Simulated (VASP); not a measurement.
The system is Ba.

```xyz
1
Lattice="3.9177 0.0000 0.0000 0.0000 3.9177 0.0000 0.0000 0.0000 3.9177" Properties=species:S:1:pos:R:3 pbc="T T T"
Ba    0.0000    0.0000    0.0000
```

Base run:

* Program: VASP 6.6.1
* Functional: r2SCAN
* Potentials or basis: VASP PAW PBE potentials, release 64 (Ba_sv)
* Cutoff: 520 eV
* k mesh: 11 × 11 × 11
* Occupations: fermi-dirac, width 0.05 eV
* Spin: no spin polarisation

Its results: band gap on the k mesh 0.11 eV, direct; pressure 0.1 GPa.

The run is repeated on the same cell with these changes: k mesh from 11 × 11 × 11 to 7 × 7 × 7; further incar settings from ALGO = Normal; EDIFF = 1e-06; NBANDS = 11 to ALGO = Normal; EDIFF = 1e-07; NBANDS = 11. What comes out?

Band gap on the k mesh 0.25 eV, direct; pressure 0.2 GPa.

Caveats: the PAW data sets were made with another functional, which shifts forces and pressure a little; spin-orbit coupling is left out, which moves the levels of the heavy elements.

A k mesh can miss the band edges.
